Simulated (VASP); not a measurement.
A run of VASP 6.6.1:

File INCAR:

```
ALGO = Normal ; EDIFF = 1E-8
ENCUT = 520 ; GGA = PE
ISIF = 2 ; ISMEAR = -1
LASPH = T ; LCHARG = F
LEFG = T ; LREAL = F
LWAVE = F ; NBANDS = 17
NELM = 100 ; PREC = Accurate
SIGMA = 0.02
```

KPOINTS

```
k-points
0
Gamma
  9 9 9
```

POSCAR

```
SnSe
1.0
    0.0000000000      2.9897980490      2.9897980490
    2.9897980490      0.0000000000      2.9897980490
    2.9897980490      2.9897980490      0.0000000000
Sn Se
1 1
Direct
    0.0000000000      0.0000000000      0.0000000000
    0.5000000000      0.5000000000      0.5000000000
```

Potentials or basis: VASP PAW PBE potentials, release 64 (Sn_d, Se).

Launch:

```bash
$ cat potpaw_PBE.64/Sn_d/POTCAR potpaw_PBE.64/Se/POTCAR > POTCAR
$ mpirun -np 1 vasp_std > vasp.out
```

Hardware: 1 thread of Intel(R) Xeon(R) Platinum 8375C CPU @ 2.90GHz (Ice Lake), on a shared host.

Estimate the wall time of this run.

Run time: 20 s on 1 thread of Intel(R) Xeon(R) Platinum 8375C CPU @ 2.90GHz (Ice Lake), with other jobs on the host, peak memory 0.19 GiB. Counts: scf iterations 16, k points 35.
